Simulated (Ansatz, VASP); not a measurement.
GaN: VASP beside Ansatz

```xyz
4
Lattice="3.1831 0.0000 0.0000 -1.5916 2.7567 0.0000 0.0000 0.0000 5.1835" Properties=species:S:1:pos:R:3 pbc="T T T"
Ga    0.0000    1.8378    0.0006
Ga    1.5916    0.9189    2.5923
N     0.0000    1.8378    1.9536
N     1.5916    0.9189    4.5454
```

Alike in both runs: functional r2SCAN; k mesh 8 × 8 × 5; no spin polarisation.

Ansatz relaxed the structure, and its values are those at the end. VASP's run is a single point on that final structure, the one shown.

|  | VASP | Ansatz |
| --- | --- | --- |
| version | VASP 6.6.1 | Ansatz 0.2.0 |
| potentials or method | VASP PAW PBE potentials, release 64 (Ga_d, N) | scalar-relativistic, plane waves, PAW |
| plane-wave cutoff (eV) | 520 | 500 |
| occupations | gaussian, width 0.01 eV | fixed |
| valence electrons in the cell | 36 | 36 |

Ansatz gave:

| Quantity | Value |
| --- | --- |
| gap on the k mesh at the Fermi level (eV) | 2.35 |
| least direct gap on the mesh (eV) | 2.35 |
| pressure (GPa) | 0.0 |
| rms of the force components (eV/Å) | 0.000 |

Question: Estimate VASP's values.

Answer: gap on the k mesh at the Fermi level (eV): 2.34; least direct gap on the mesh (eV): 2.34; pressure (GPa): 1.1; rms of the force components (eV/Å): 0.006.

VASP's potentials were made for PBE, not for r2SCAN.
